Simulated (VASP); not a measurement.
Set up this calculation in VASP 6.6.1, as the native input.

- Task: single point
- Functional: PBE
- Potentials or basis: VASP PAW PBE potentials, release 64 (Li_sv)
- Cutoff: 520 eV
- k mesh: 6 × 6 × 9
- Occupations: fermi-dirac, width 0.05 eV
- Spin: no spin polarisation
- Dipole correction: no
- Further INCAR settings: ALGO = Normal; EDIFF = 1e-06; NBANDS = 12

The structure of Li lies in POSCAR:

```
Li
1.0
    4.9156522567      0.0000000000      0.0000000000
   -2.4578261283      4.2570797304      0.0000000000
    0.0000000000      0.0000000000      2.8694542078
Li
3
Direct
    0.3333333333      0.6666666667      0.5000000000
    0.6666666667      0.3333333333      0.5000000000
    0.0000000000      0.0000000000      0.0000000000
```

One way to write it, as run:

INCAR

```
SYSTEM = Li
PREC     = Accurate       ! precision mode
ENCUT    = 520            ! plane-wave cutoff, eV
EDIFF    = 1E-6           ! SCF threshold, eV
ISMEAR   = -1             ! smearing method
SIGMA    = 0.05           ! smearing width, eV
LREAL    = .FALSE.        ! projectors in reciprocal space
LASPH    = .TRUE.         ! aspherical terms in the spheres
NELM     = 100            ! most SCF steps
ALGO     = Normal         ! electronic algorithm
ISIF     = 2              ! what is computed and relaxed
LWAVE    = .FALSE.        ! write WAVECAR
LCHARG   = .FALSE.        ! write CHGCAR
GGA      = PE             ! functional
NBANDS   = 12             ! bands
```

KPOINTS

```
regular mesh
0
G
  6 6 9
  0 0 0
```

Potentials or basis: VASP PAW PBE potentials, release 64 (Li_sv).

Run with:

```bash
$ cat potpaw_PBE.64/Li_sv/POTCAR > POTCAR
$ mpirun -np 1 vasp_std > vasp.out
```

Wall time 37 s on 1 thread of AMD EPYC 7R13, on a shared host, peak memory 0.15 GiB.
